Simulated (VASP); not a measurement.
# BeTe (I-43d) in VASP: notebook

Runs on BeTe. Level: PBE. Tasks: single point.

Program: VASP 6.6.1. These are calculated values, not measurements. Logs are shortened: lines on timing, memory, paths and dates and some standing lists are left out, and cuts for length are marked.

**1. The cell of the first run**

It takes space group I-43d (No. 220, cubic). Conventional cell: a = 7.521 Å, b = 7.521 Å, c = 7.521 Å, α = 90.00°, β = 90.00°, γ = 90.00°. Within 3.0 Å of Be (site symmetry -4) lie 4 Te at 2.30 Å. Within 3.0 Å of Te (site symmetry -4) lie 4 Be at 2.30 Å.

**2. Single point, PBE**

The input, INCAR:

```
SYSTEM = BeTe
  ALGO = Normal
  EDIFF = 1E-6
  ENCUT = 520
  GGA = PE
  ISIF = 2
  ISMEAR = 0
  LASPH = .True.
  LCHARG = .False.
  LREAL = .False.
  LWAVE = .False.
  NBANDS = 36
  NELM = 80
  PREC = Accurate
  SIGMA = 0.1
```

The input, KPOINTS:

```
k-points
0
Gamma
  4 4 4
  0 0 0
```

The input, POSCAR:

```
BeTe
1.0
   -3.7606199500      3.7606199500      3.7606199500
    3.7606199500     -3.7606199500      3.7606199500
    3.7606199500      3.7606199500     -3.7606199500
Be Te
6 6
Direct
    0.1250000000      0.7500000000      0.8750000000
    0.6250000000      0.3750000000      0.2500000000
    0.7500000000      0.8750000000      0.1250000000
    0.8750000000      0.1250000000      0.7500000000
    0.3750000000      0.2500000000      0.6250000000
    0.2500000000      0.6250000000      0.3750000000
    0.7500000000      0.3750000000      0.6250000000
    0.1250000000      0.8750000000      0.2500000000
    0.2500000000      0.1250000000      0.8750000000
    0.3750000000      0.6250000000      0.7500000000
    0.8750000000      0.2500000000      0.1250000000
    0.6250000000      0.7500000000      0.3750000000
```

Potentials or basis: VASP PAW PBE potentials, release 64 (Be, Te).

Command:

```
$ cat potpaw_PBE.64/Be/POTCAR potpaw_PBE.64/Te/POTCAR > POTCAR
$ mpirun -np 1 vasp_std > vasp.out
```

OUTCAR:

```text
SYSTEM = BeTe
   EDIFF = 1E-6
   ENCUT = 520
   GGA = PE
   ISIF = 2
   ISMEAR = 0
   LASPH = .True.
   LREAL = .False.
   NELM = 80
   PREC = Accurate

 ion  position               nearest neighbor table
   1  0.125  0.750  0.875-   7 2.30   8 2.30   9 2.30  10 2.30
   2  0.625  0.375  0.250-   7 2.30   9 2.30  11 2.30  12 2.30
   3  0.750  0.875  0.125-   8 2.30  10 2.30  11 2.30  12 2.30
   4  0.875  0.125  0.750-   7 2.30   9 2.30  11 2.30  12 2.30
   5  0.375  0.250  0.625-   7 2.30   8 2.30   9 2.30  10 2.30
   6  0.250  0.625  0.375-   8 2.30  10 2.30  11 2.30  12 2.30
   7  0.750  0.375  0.625-   1 2.30   2 2.30   4 2.30   5 2.30   8 3.52  12 3.52  12 3.52  11 3.52
                            10 3.52  11 3.52  10 3.52   8 3.52
   8  0.125  0.875  0.250-   1 2.30   3 2.30   5 2.30   6 2.30   7 3.52   9 3.52   9 3.52  11 3.52
                            12 3.52  11 3.52   7 3.52  12 3.52
   9  0.250  0.125  0.875-   1 2.30   2 2.30   4 2.30   5 2.30  11 3.52  11 3.52   8 3.52  10 3.52
                            12 3.52   8 3.52  10 3.52  12 3.52
  10  0.375  0.625  0.750-   1 2.30   3 2.30   5 2.30   6 2.30  11 3.52  12 3.52   7 3.52   9 3.52
                            12 3.52   9 3.52   7 3.52  11 3.52
  11  0.875  0.250  0.125-   2 2.30   3 2.30   4 2.30   6 2.30  10 3.52   9 3.52   9 3.52   8 3.52
                             8 3.52   7 3.52   7 3.52  10 3.52
  12  0.625  0.750  0.375-   2 2.30   3 2.30   4 2.30   6 2.30   7 3.52   7 3.52   9 3.52   8 3.52
                            10 3.52  10 3.52   9 3.52   8 3.52

  LATTYP: Found a body centered cubic cell.
 ALAT       =     7.5212399000

  Lattice vectors:

 A1 = (  -3.7606199500,   3.7606199500,   3.7606199500)
 A2 = (   3.7606199500,  -3.7606199500,   3.7606199500)
 A3 = (   3.7606199500,   3.7606199500,  -3.7606199500)

Analysis of symmetry for initial positions (statically):
=====================================================================
 Subroutine PRICEL returns:
 Original cell was already a primitive cell.

 Routine SETGRP: Setting up the symmetry group for a
 body centered cubic supercell.

 Subroutine GETGRP returns: Found 24 space group operations
 (whereof  3 operations were pure point group operations)
 out of a pool of 48 trial point group operations.

The static configuration has the point symmetry C_3 .
 The point group associated with its full space group is T_d .

Analysis of symmetry for dynamics (positions and initial velocities):
=====================================================================
 Subroutine PRICEL returns:
 Original cell was already a primitive cell.

 Routine SETGRP: Setting up the symmetry group for a
 body centered cubic supercell.

 Subroutine GETGRP returns: Found 24 space group operations
 (whereof  3 operations were pure point group operations)
 out of a pool of 48 trial point group operations.

The dynamic configuration has the point symmetry C_3 .
 The point group associated with its full space group is T_d .

 Subroutine INISYM returns: Found 24 space group operations
 (whereof  3 operations are pure point group operations),
 and found     1 'primitive' translations

----------------------------------------------------------------------------------------

                                     Primitive cell

  volume of cell :     212.7347

  direct lattice vectors                    reciprocal lattice vectors
    -3.760619950  3.760619950  3.760619950     0.000000000  0.132956801  0.132956801
     3.760619950 -3.760619950  3.760619950     0.132956801  0.000000000  0.132956801
     3.760619950  3.760619950 -3.760619950     0.132956801  0.132956801  0.000000000

  length of vectors
     6.513584821  6.513584821  6.513584821     0.188029312  0.188029312  0.188029312

  position of ions in fractional coordinates (direct lattice)
     0.125000000  0.750000000  0.875000000
     0.625000000  0.375000000  0.250000000
     0.750000000  0.875000000  0.125000000
     0.875000000  0.125000000  0.750000000
     0.375000000  0.250000000  0.625000000
     0.250000000  0.625000000  0.375000000
     0.750000000  0.375000000  0.625000000
     0.125000000  0.875000000  0.250000000
     0.250000000  0.125000000  0.875000000
     0.375000000  0.625000000  0.750000000
     0.875000000  0.250000000  0.125000000
     0.625000000  0.750000000  0.375000000

  ion indices of the primitive-cell ions
   primitive index   ion index
                 1           1
                 2           2
                 3           3
                 4           4
                 5           5
                 6           6
                 7           7
                 8           8
                 9           9
                10          10
                11          11
                12          12

----------------------------------------------------------------------------------------

 KPOINTS: k-points

Automatic generation of k-mesh.
 Grid dimensions read from file:
 generate k-points for:    4    4    4

 Generating k-lattice:

  Cartesian coordinates                     Fractional coordinates (reciprocal lattice)
     0.000000000  0.033239200  0.033239200     0.250000000  0.000000000  0.000000000
     0.033239200  0.000000000  0.033239200     0.000000000  0.250000000  0.000000000
     0.033239200  0.033239200  0.000000000     0.000000000  0.000000000  0.250000000

  Length of vectors
     0.047007328  0.047007328  0.047007328

  Shift w.r.t. Gamma in fractional coordinates (k-lattice)
     0.000000000  0.000000000  0.000000000

 Subroutine IBZKPT returns following result:
 ===========================================

 Found      8 irreducible k-points:

 Following reciprocal coordinates:
            Coordinates               Weight
  0.000000  0.000000  0.000000      1.000000
  0.250000  0.000000  0.000000     12.000000
  0.500000  0.000000  0.000000      6.000000
  0.250000  0.250000  0.000000     24.000000
  0.250000  0.250000  0.250000      2.000000
 -0.250000  0.250000  0.250000      6.000000
  0.500000  0.500000  0.250000     12.000000
  0.500000  0.500000  0.500000      1.000000
   k-points           NKPTS =      8   k-points in BZ     NKDIM =      8   number of bands    NBANDS=     36
   number of dos      NEDOS =    301   number of ions     NIONS =     12
   total plane-waves  NPLWV = 110592
   dimension x,y,z NGX =    48 NGY =   48 NGZ =   48
   dimension x,y,z NGXF=    96 NGYF=   96 NGZF=   96
   ions per type =               6   6
   NGX,Y,Z   is equivalent  to a cutoff of  12.25, 12.25, 12.25 a.u.
   NGXF,Y,Z  is equivalent  to a cutoff of  24.50, 24.50, 24.50 a.u.
 SYSTEM =  BeTe
   PREC   = accura    normal or accurate (medium, high low for compatibility)
   ISTART =      0    job   : 0-new  1-cont  2-samecut
   ICHARG =      2    charge: 1-file 2-atom 10-const
   ISPIN  =      1    spin polarized calculation?
   LNONCOLLINEAR =      F non collinear calculations
   LSORBIT =      F    spin-orbit coupling
   LASPH  =      T    aspherical Exc in radial PAW
   ENCUT  =  520.0 eV  38.22 Ry    6.18 a.u.  12.11 12.11 12.11*2*pi/ulx,y,z
   NELM   =     80;   NELMIN=  2; NELMDL= -5     # of ELM steps
   EDIFF  = 0.1E-05   stopping-criterion for ELM
   LREAL  =      F    real-space projection
   EDIFFG = 0.1E-04   stopping-criterion for IOM
   NSW    =      0    number of steps for IOM
   IBRION =     -1    ionic relax: 0-MD 1-quasi-New 2-CG
   NFREE  =      0    steps in history (QN), initial steepest desc. (CG)
   ISIF   =      2    stress and relaxation
   ISYM   =      2    0-nonsym 1-usesym 2-fastsym
   POTIM  = 0.5000    time-step for ionic-motion
   TEBEG  =    0.0;   TEEND  =   0.0 temperature during run
   PSTRESS=    0.0 pullay stress
   NELECT =      48.0000    total number of electrons
   NUPDOWN=      -1.0000    fix difference up-down
   EMIN   =  10.00;   EMAX   =-10.00  energy-range for DOS
   EFERMI =   0.00;   METHOD = LEGACY
   ISMEAR =     0;   SIGMA  =   0.10  broadening in eV -4-tet -1-fermi 0-gaus
   EFERMI_NEDOS =   21; number of points for ismear=-14 and -15
   IALGO  =     38    algorithm
   IMIX   =      4    mixing-type and parameters
     AMIX     =   0.40;   BMIX     =  1.00
     AMIX_MAG =   1.60;   BMIX_MAG =  1.00
  volume/ion in A,a.u.               =      17.73       119.63
  Fermi-wavevector in a.u.,A,eV,Ry     =   0.996650  1.883395 13.514807  0.993310
  Thomas-Fermi vector in A             =   2.128752
   LORBIT       =      0    0 simple, 1 ext, 2 COOP (PROOUT), +10 PAW based schemes
   GGA     = PE    functional components
   LHFCALC =     F    Hartree Fock is set to
   AEXX    =    0.0000 exact exchange contribution
   IVDW    =     0    specifies the selected vdW correction
   LEPSILON=     F    determine dielectric tensor
   LRPA    =     F    only Hartree local field effects (RPA)
 non-spin polarized calculation
 Gauss-broadening in eV      SIGMA  =   0.10
  energy-cutoff  :      520.00
  volume of cell :      212.73
 maximum number of plane-waves:      5768
   NGX = 25   NGY = 25   NGZ = 25

 number of electron      47.9999997 magnetization

 Free energy of the ion-electron system (eV)
  ---------------------------------------------------
  ext. energy  EPLUGINS =         0.00000000
  ---------------------------------------------------
  free energy    TOTEN  =       -40.01432674 eV

  energy without entropy =      -40.01432674  energy(sigma->0) =      -40.01432674

 E-fermi :   8.0867     XC(G=0): -10.0832

 val. band max:        7.6481375814   @ k =   0.0000   0.0000   0.0000
 cond. band min:       8.6132647313   @ k =   0.0000   0.0000   0.0000
 fundamental gap:      0.9651271499
 Fermi energy:         8.0867081617

 k-point     1 :       0.0000    0.0000    0.0000
  band No.  band energies     occupation
      1      -6.0550      2.00000
      2      -3.7023      2.00000
      3      -3.7023      2.00000
      4      -3.7023      2.00000
      5      -3.1170      2.00000
      6      -3.1170      2.00000
[... 301 lines left out ...]
     35      11.8018      0.00000
     36      11.8018      0.00000

------------------------ aborting loop because EDIFF is reached ----------------------------------------

  FORCE on cell =-STRESS in cart. coord.  units (eV):
  Direction    XX          YY          ZZ          XY          YZ          ZX
  --------------------------------------------------------------------------------------
  -------------------------------------------------------------------------------------
  Total       28.1537027     28.1537027     28.1537027      0.0000000      0.0000000      0.0000000
  in kB      212.0351070    212.0351070    212.0351070      0.0000000      0.0000000      0.0000000
  external PRESSURE =     212.0351070 kB  Pullay stress =       0.0000000 kB

 VOLUME and BASIS-vectors are now :
 -----------------------------------------------------------------------------
  energy-cutoff  :      520.00
  volume of cell :      212.73
      direct lattice vectors                 reciprocal lattice vectors
    -3.760619950  3.760619950  3.760619950     0.000000000  0.132956801  0.132956801
     3.760619950 -3.760619950  3.760619950     0.132956801  0.000000000  0.132956801
     3.760619950  3.760619950 -3.760619950     0.132956801  0.132956801  0.000000000

 POSITION                                       TOTAL-FORCE (eV/Angst)
 -----------------------------------------------------------------------------------
      5.64093      0.94015     -0.00000         0.000000     -0.000000      0.000000
     -0.00000      1.88031      2.82046         0.000000     -0.000000      0.000000
      0.94015     -0.00000      5.64093        -0.000000     -0.000000      0.000000
     -0.00000      5.64093      0.94015         0.000000     -0.000000      0.000000
      1.88031      2.82046      0.00000        -0.000000     -0.000000      0.000000
      2.82046      0.00000      1.88031         0.000000     -0.000000      0.000000
      0.94015      3.76062      1.88031         0.000000     -0.000000     -0.000000
      3.76062     -1.88031      2.82046        -0.000000      0.000000      0.000000
      2.82046      3.76062     -1.88031        -0.000000      0.000000      0.000000
      3.76062      1.88031      0.94015         0.000000      0.000000      0.000000
     -1.88031      2.82046      3.76062         0.000000      0.000000     -0.000000
      1.88031      0.94015      3.76062         0.000000     -0.000000      0.000000
 -----------------------------------------------------------------------------------
    total drift:                                0.000005      0.000005      0.000005

  FREE ENERGIE OF THE ION-ELECTRON SYSTEM (eV)
  ---------------------------------------------------
  free  energy   TOTEN  =       -40.0143267388 eV

  energy  without entropy=      -40.0143267388  energy(sigma->0) =      -40.01432674
```

Wall time 46 s (1 thread of Intel Xeon 6975P-C (Granite Rapids), shared host); peak memory 0.32 GiB.

What came out:

```
Free energy            : -40.0143 eV
Pressure               : 21.2 GPa
Band gap on the k mesh : 0.97 eV, direct
```

Caveat: spin-orbit coupling is left out, which moves the levels of the heavy elements. A hybrid or GW would open this gap; PBE tends to underestimate it.

**3. Single point, PBE**

This run uses another cell than the first one, of 22.38 Å³/atom, 1.263 times its volume.

The input, INCAR:

```
ALGO = Normal
EDIFF = 1E-6
ENCUT = 520
GGA = PE
ISIF = 2
ISMEAR = 0
LASPH = T
LCHARG = F
LREAL = F
LWAVE = F
NBANDS = 36
NELM = 80
PREC = Accurate
SIGMA = 0.1
```

The input, KPOINTS:

```
k-points
0
Gamma
  4 4 4
```

Changes to POSCAR since step 2:

```diff
@@ -2,5 +2,5 @@
 1.0
-   -3.7606199500      3.7606199500      3.7606199500
-    3.7606199500     -3.7606199500      3.7606199500
-    3.7606199500      3.7606199500     -3.7606199500
+   -4.0645252495      4.0645252495      4.0645252495
+    4.0645252495     -4.0645252495      4.0645252495
+    4.0645252495      4.0645252495     -4.0645252495
 Be Te
```

Potentials or basis: VASP PAW PBE potentials, release 64 (Be, Te).

Command:

```
$ cat potpaw_PBE.64/Be/POTCAR potpaw_PBE.64/Te/POTCAR > POTCAR
$ mpirun -np 1 vasp_std > vasp.out
```

Run time: 59 s. Hardware: 1 thread of Intel Xeon 6975P-C (Granite Rapids), shared host; peak memory 0.41 GiB.

The run converged. Its results:

| Item | Value |
| --- | --- |
| Free energy | -43.0781 eV |
| Pressure | 0.1 GPa |
| Band gap on the k mesh | 1.69 eV, direct |

Levels at points of the mesh, in eV from the valence-band top:
```csv
k point,band 22,band 23,band 24,band 25,band 26,band 27
"(0.00, 0.00, 0.00)",0.00,0.00,0.00,1.69,3.12,3.78
"(0.50, 0.00, 0.00)",-1.02,-0.30,-0.30,2.84,2.84,3.07
"(0.50, 0.50, 0.50)",-0.97,-0.97,-0.97,2.73,2.73,2.73
```

Caveat: spin-orbit coupling is left out, which moves the levels of the heavy elements.
